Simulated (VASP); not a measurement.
# F (Fd-3m) in VASP: a series of runs, part 2 of 2

VASP 6.6.1.

**3. Single point, PBE (volume scaled by 0.84)**

INCAR

```
  PREC = Accurate
  ENCUT = 520
  EDIFF = 1E-6
  ISMEAR = -1
  SIGMA = 0.05
  LREAL = False
  LASPH = True
  NELM = 100
  ALGO = Normal
  ISIF = 2
  LWAVE = False
  LCHARG = False
  GGA = PE
  NBANDS = 14
```

KPOINTS

```
Automatic mesh
0
Gamma
  13 13 13
```

POSCAR

```
F
1.0
    0.0000000000      2.2997297947      2.2997297947
    2.2997297947      0.0000000000      2.2997297947
    2.2997297947      2.2997297947      0.0000000000
F
2
Direct
   -0.1250000000     -0.1250000000     -0.1250000000
    0.1250000000      0.1250000000      0.1250000000
```

Potentials or basis: VASP PAW PBE potentials, release 64 (F).

Launch:

```bash
cat potpaw_PBE.64/F/POTCAR > POTCAR
mpirun -np 1 vasp_std > vasp.out
```

OUTCAR:

```text
PREC = Accurate
   ENCUT = 520
   EDIFF = 1E-6
   ISMEAR = -1
   LREAL = False
   LASPH = True
   NELM = 100
   ISIF = 2
   GGA = PE

 ion  position               nearest neighbor table
   1  0.875  0.875  0.875-
   2  0.125  0.125  0.125-

  LATTYP: Found a face centered cubic cell.
 ALAT       =     4.5994595894

  Lattice vectors:

 A1 = (   0.0000000000,   2.2997297947,   2.2997297947)
 A2 = (   2.2997297947,   0.0000000000,   2.2997297947)
 A3 = (   2.2997297947,   2.2997297947,   0.0000000000)

Analysis of symmetry for initial positions (statically):
=====================================================================
 Subroutine PRICEL returns:
 Original cell was already a primitive cell.

 Routine SETGRP: Setting up the symmetry group for a
 face centered cubic supercell.

 Subroutine GETGRP returns: Found 48 space group operations
 (whereof 12 operations were pure point group operations)
 out of a pool of 48 trial point group operations.

The static configuration has the point symmetry D_3d.
 The point group associated with its full space group is O_h .

Analysis of symmetry for dynamics (positions and initial velocities):
=====================================================================
 Subroutine PRICEL returns:
 Original cell was already a primitive cell.

 Routine SETGRP: Setting up the symmetry group for a
 face centered cubic supercell.

 Subroutine GETGRP returns: Found 48 space group operations
 (whereof 12 operations were pure point group operations)
 out of a pool of 48 trial point group operations.

The dynamic configuration has the point symmetry D_3d.
 The point group associated with its full space group is O_h .

 Subroutine INISYM returns: Found 48 space group operations
 (whereof 12 operations are pure point group operations),
 and found     1 'primitive' translations

[... 121 lines left out ...]
   AEXX    =    0.0000 exact exchange contribution
   IVDW    =     0    specifies the selected vdW correction
   LEPSILON=     F    determine dielectric tensor
   LRPA    =     F    only Hartree local field effects (RPA)
 non-spin polarized calculation
  energy-cutoff  :      520.00
  volume of cell :       24.33
 maximum number of plane-waves:       666
   NGX = 13   NGY = 13   NGZ = 13

 number of electron      13.9999991 magnetization

 Free energy of the ion-electron system (eV)
  ---------------------------------------------------
  ext. energy  EPLUGINS =         0.00000000
  ---------------------------------------------------
  free energy    TOTEN  =        -1.80034696 eV

  energy without entropy =       -1.75987056  energy(sigma->0) =       -1.78010876

 E-fermi :  -3.4715     XC(G=0):  -8.9071

 val. band max:       -3.4719292405   @ k =   0.4615   0.2308   0.0000
 cond. band min:      -3.4644488564   @ k =   0.3077   0.3077   0.0000
 fundamental gap:      0.0074803841
 Fermi energy:        -3.4715133387

 k-point     1 :       0.0000    0.0000    0.0000
  band No.  band energies     occupation
      1     -26.5769      2.00000
      2     -22.5963      2.00000
      3      -6.6366      2.00000
      4      -6.6366      2.00000
      5      -6.6366      2.00000
      6      -4.4262      2.00000
      7      -4.4262      2.00000
      8      -4.4262      2.00000
      9       6.7002      0.00000
     10      21.8955      0.00000
     11      21.8955      0.00000
     12      21.8955      0.00000
     13      23.0608      0.00000
     14      23.0608      0.00000
[... 377 lines left out ...]
      1     -25.5968      2.00000
      2     -23.7375      2.00000
      3      -7.9512      2.00000
      4      -7.4020      2.00000
      5      -6.6329      2.00000
      6      -4.4344      2.00000
      7      -3.6316      1.92182
      8      -3.4447      0.73767
      9      10.3383      0.00000
     10      13.6713      0.00000
     11      18.0096      0.00000
     12      19.0842      0.00000
     13      24.2251      0.00000
     14      25.9086      0.00000

 [... further k-points ...]

------------------------ aborting loop because EDIFF is reached ----------------------------------------

  FORCE on cell =-STRESS in cart. coord.  units (eV):
  Direction    XX          YY          ZZ          XY          YZ          ZX
  --------------------------------------------------------------------------------------
  -------------------------------------------------------------------------------------
  Total        1.5300511      1.5300511      1.5300511      0.0000000     -0.0000000      0.0000000
  in kB      100.7757621    100.7757621    100.7757621      0.0000000     -0.0000000      0.0000000
  external PRESSURE =     100.7757621 kB  Pullay stress =       0.0000000 kB

 VOLUME and BASIS-vectors are now :
 -----------------------------------------------------------------------------
  energy-cutoff  :      520.00
  volume of cell :       24.33
      direct lattice vectors                 reciprocal lattice vectors
     0.000000000  2.299729795  2.299729795    -0.217416847  0.217416847  0.217416847
     2.299729795  0.000000000  2.299729795     0.217416847 -0.217416847  0.217416847
     2.299729795  2.299729795  0.000000000     0.217416847  0.217416847 -0.217416847

 POSITION                                       TOTAL-FORCE (eV/Angst)
 -----------------------------------------------------------------------------------
      4.02453      4.02453      4.02453        -0.000000     -0.000000     -0.000000
      0.57493      0.57493      0.57493         0.000000      0.000000      0.000000
 -----------------------------------------------------------------------------------
    total drift:                                0.000000      0.000000      0.000000

  FREE ENERGIE OF THE ION-ELECTRON SYSTEM (eV)
  ---------------------------------------------------
  free  energy   TOTEN  =        -1.8003469563 eV

  energy  without entropy=       -1.7598705610  energy(sigma->0) =       -1.78010876
```

OSZICAR:

```text
N       E                     dE             d eps       ncg     rms          rms(c)
DAV:   1     0.595173818466E+02    0.59517E+02   -0.83956E+03  2440   0.957E+02
DAV:   2    -0.237621841159E+00   -0.59755E+02   -0.57892E+02  2856   0.222E+02
DAV:   3    -0.179684779437E+01   -0.15592E+01   -0.15318E+01  2904   0.322E+01
DAV:   4    -0.180227752843E+01   -0.54297E-02   -0.54295E-02  2844   0.221E+00
DAV:   5    -0.180230007808E+01   -0.22550E-04   -0.22550E-04  2988   0.126E-01    0.457E-01
DAV:   6    -0.180015373095E+01    0.21463E-02   -0.44129E-03  2790   0.650E-01    0.184E-01
DAV:   7    -0.180025341818E+01   -0.99687E-04   -0.62372E-04  2856   0.244E-01    0.704E-02
DAV:   8    -0.180034590639E+01   -0.92488E-04   -0.31733E-05  2658   0.668E-02    0.622E-03
DAV:   9    -0.180034719314E+01   -0.12868E-05   -0.63313E-07  2306   0.770E-03    0.306E-03
DAV:  10    -0.180034695632E+01    0.23682E-06   -0.25185E-07  1956   0.549E-03
   1 F= -.18003470E+01 E0= -.17801088E+01  d E =-.404764E-01
```

stdout:

```text
POSCAR found type information on POSCAR F
 POSCAR found :  1 types and       2 ions
 scaLAPACK will be used
 LDA part: xc-table for (Slater+PW92), standard interpolation
 POSCAR, INCAR and KPOINTS ok, starting setup
 FFT: planning ... GRIDC
 FFT: planning ... GRID_SOFT
 FFT: planning ... GRID
 WAVECAR not read
 entering main loop
```

Run time: 5.6 s. Hardware: 1 thread of Intel Xeon 6975P-C (Granite Rapids), shared host; peak memory 0.14 GiB.

What came out:

```yaml
Free_energy: -1.8003 eV
Pressure: 10.1 GPa
Band_gap_on_the_k_mesh: zero (band 7 reaches -3.14 eV, above the bottom of band 8 at -4.43 eV)
```

Levels at points of the mesh, in eV from the Fermi level:
```tsv
k point	band 4	band 5	band 6	band 7	band 8	band 9	band 10	band 11
(0.00, 0.00, 0.00)	-3.17	-3.17	-0.95	-0.95	-0.95	10.17	25.37	25.37
```

**4. Single point, PBE (volume scaled by 0.92)**

INCAR

```
SYSTEM = F
ALGO = Normal
EDIFF = 1E-6
ENCUT = 520
GGA = PE
ISIF = 2
ISMEAR = -1
LASPH = .True.
LCHARG = .False.
LREAL = .False.
LWAVE = .False.
NBANDS = 14
NELM = 100
PREC = Accurate
SIGMA = 0.05
```

KPOINTS

```
k-points
0
Gamma
  13 13 13
  0 0 0
```

POSCAR

```
F
1.0
    0.0000000000      2.3705347475      2.3705347475
    2.3705347475      0.0000000000      2.3705347475
    2.3705347475      2.3705347475      0.0000000000
F
2
Direct
   -0.1250000000     -0.1250000000     -0.1250000000
    0.1250000000      0.1250000000      0.1250000000
```

Launch:

```bash
cat potpaw_PBE.64/F/POTCAR > POTCAR
mpirun -np 1 vasp_std > vasp.out
```

Run time: 9.8 s. Hardware: 1 thread of Intel Xeon 6975P-C (Granite Rapids), shared host; peak memory 0.15 GiB.

The run converged. Its results:

```yaml
Free_energy: -1.9028 eV
Pressure: 3.4 GPa
Band_gap_on_the_k_mesh: zero (band 7 reaches -4.00 eV, above the bottom of band 8 at -5.09 eV)
```

Levels at points of the mesh, in eV from the Fermi level:
| k point | band 3 | band 4 | band 5 | band 6 | band 7 | band 8 | band 9 | band 10 | band 11 | band 12 |
| --- | --- | --- | --- | --- | --- | --- | --- | --- | --- | --- |
| (0.00, 0.00, 0.00) | -2.79 | -2.79 | -2.79 | -0.81 | -0.81 | -0.81 | 10.07 | 24.77 | 24.77 | 24.77 |
